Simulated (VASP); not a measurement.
Input of a VASP 6.6.1 run:

The input INCAR:

```
PREC = Accurate
ENCUT = 520
EDIFF = 1E-7
ISMEAR = 0
SIGMA = 0.1
LREAL = False
LASPH = True
NELM = 80
ALGO = Fast
ISIF = 2
LWAVE = False
LCHARG = False
GGA = PE
IVDW = 12
NBANDS = 30
```

KPOINTS

```
Automatic mesh
0
Gamma
  18 10 12
```

Contents of POSCAR:

```
Au
1.0
    2.8367671296      0.0000000000      0.0000000000
    0.0000000000      5.0893544556      0.0000000000
    0.0000000000      0.0000000000      4.9549340806
Au
4
Direct
    0.0000000000      0.3364144514      0.7500000000
    0.5000000000      0.1635855486      0.2500000000
    0.5000000000      0.8364144514      0.7500000000
    0.0000000000      0.6635855486      0.2500000000
```

Potentials or basis: VASP PAW PBE potentials, release 64 (Au).

Launch:

```console
$ cat potpaw_PBE.64/Au/POTCAR > POTCAR
$ mpirun -np 1 vasp_std > vasp.out
```

(1) What does it give for the pressure?

(2) Estimate the dispersion energy per atom.

(3) What does it give for the band gap on the k mesh?

## Answers

(1) -4.9 GPa.

(2) -0.633 eV.

(3) zero (bands 22 and 23 overlap by 4.25 eV).

Caveat: three body term missing; the cell stands under tension; spin-orbit coupling is left out, which moves the levels of the heavy elements.
